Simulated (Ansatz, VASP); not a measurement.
**One calculation of NaH, two programs**

```
CELL_PARAMETERS angstrom
0.00000 2.44000 2.44000
2.44000 0.00000 2.44000
2.44000 2.44000 0.00000
ATOMIC_POSITIONS crystal
Na 0.00000 0.00000 0.00000
H 0.50000 0.50000 0.50000
```

Alike in both runs: task relaxation of cell and atoms; functional LDA; k mesh 12 × 12 × 12; occupations fermi-dirac, width 0.05 eV; no spin polarisation.

```csv
,VASP,Ansatz
version,VASP 6.6.1,Ansatz 0.2.0
potentials or method,"VASP PAW LDA potentials, release 64 (Na_pv, H)","PAW with Ansatz's default frozen-core files, scalar-relativistic"
plane-wave cutoff (eV),600,420
valence electrons in the cell,8,10
```

VASP gave:

- relaxed volume (Å³/atom): 12.89
- relaxed cell length with the largest relative difference (Å): 3.316

Estimate Ansatz's values.

relaxed volume (Å³/atom): 12.90; relaxed cell length with the largest relative difference (Å): 3.317.

LDA's correlation is that of Perdew and Zunger in VASP and of Perdew and Wang (1992) in Ansatz. VASP's potentials hold 8 valence electrons a cell and Ansatz's 10, so a difference there can come from the potentials and not from the codes.
